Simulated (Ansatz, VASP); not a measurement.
# HfO2 in VASP and in Ansatz

The input POSCAR:

```
HfO2
1.0
   -1.9601033215      1.9601033215      4.9884460379
    1.9601033215     -1.9601033215      4.9884460379
    1.9601033215      1.9601033215     -4.9884460379
Hf O
2 4
Direct
    0.0000000000      0.0000000000      0.0000000000
    0.7500000000      0.2500000000      0.5000000000
    0.9561225872      0.4561225872      0.5000000000
    0.2061225872      0.2061225872      0.0000000000
    0.5438774128      0.0438774128      0.5000000000
    0.7938774128      0.7938774128      0.0000000000
```

INCAR.step1

```
SYSTEM = HfO2
  PREC = Accurate
  ENCUT = 520
  ISMEAR = 0
  SIGMA = 0.1
  LREAL = .False.
  LASPH = .True.
  NELM = 80
  NBANDS = 31
  GGA = PE
  ALGO = Normal
  EDIFF = 1E-4
  LWAVE = .True.
  LCHARG = .False.
```

INCAR.step2

```
SYSTEM = HfO2
  PREC = Accurate
  ENCUT = 520
  EDIFF = 1E-7
  ISMEAR = 0
  SIGMA = 0.1
  LREAL = .False.
  LASPH = .True.
  NELM = 80
  ALGO = Normal
  ISIF = 2
  LWAVE = .False.
  LCHARG = .False.
  METAGGA = R2SCAN
  LMIXTAU = .True.
  NBANDS = 31
  ISTART = 1
```

The input KPOINTS:

```
Automatic mesh
0
Gamma
  6 6 6
  0 0 0
```

Input for Ansatz:

```yaml
crystal:
  lattice:
    - [-1.9601033215, 1.9601033215, 4.9884460379]
    - [1.9601033215, -1.9601033215, 4.9884460379]
    - [1.9601033215, 1.9601033215, -4.9884460379]
  atoms:
    - { symbol: Hf, position: [0.0, 0.0, 0.0] }
    - { symbol: Hf, position: [0.75, 0.25, 0.5] }
    - { symbol: O, position: [0.9561225872, 0.4561225872, 0.5] }
    - { symbol: O, position: [0.2061225872, 0.2061225872, 0.0] }
    - { symbol: O, position: [0.5438774128, 0.0438774128, 0.5] }
    - { symbol: O, position: [0.7938774128, 0.7938774128, 0.0] }
basis:
  ecutwfc: 500
kpoints:
  mp_grid: { grid: [6, 6, 6] }
hamiltonian:
  xc: r2scan
scf:
  occupations: { method: gaussian, width: 0.1 }
output:
  forces: true
  stress: true
  eigenvalues: true
```

Alike in both runs: task single point; functional r2SCAN; k mesh 6 × 6 × 6; occupations gaussian, width 0.1 eV; no spin polarisation.

|  | VASP | Ansatz |
| --- | --- | --- |
| version | VASP 6.6.1 | Ansatz 0.2.0 |
| potentials or method | VASP PAW PBE potentials, release 64 (Hf_pv, O), cutoff 520 eV | scalar-relativistic, plane waves, PAW |
| valence electrons in the cell | 44 | 76 |

```csv
,VASP,Ansatz,Ansatz less VASP
gap on the k mesh at the Fermi level (eV),5.06,5.01,-0.049
least direct gap on the mesh (eV),5.35,5.29,-0.054
pressure (GPa),18.4,21.5,+3.13
"traceless stress, the component that is largest in VASP (GPa)",3.15,3.55,+0.399
rms of the force components (eV/Å),0.161,0.198,+0.0366
```

VASP's potentials were made for PBE, not for r2SCAN. Atom by atom the forces differ by 0.037 eV/Å (rms over components). VASP's potentials hold 44 valence electrons a cell and Ansatz's 76, so a difference there can come from the potentials and not from the codes.

Spin-orbit coupling is off throughout.
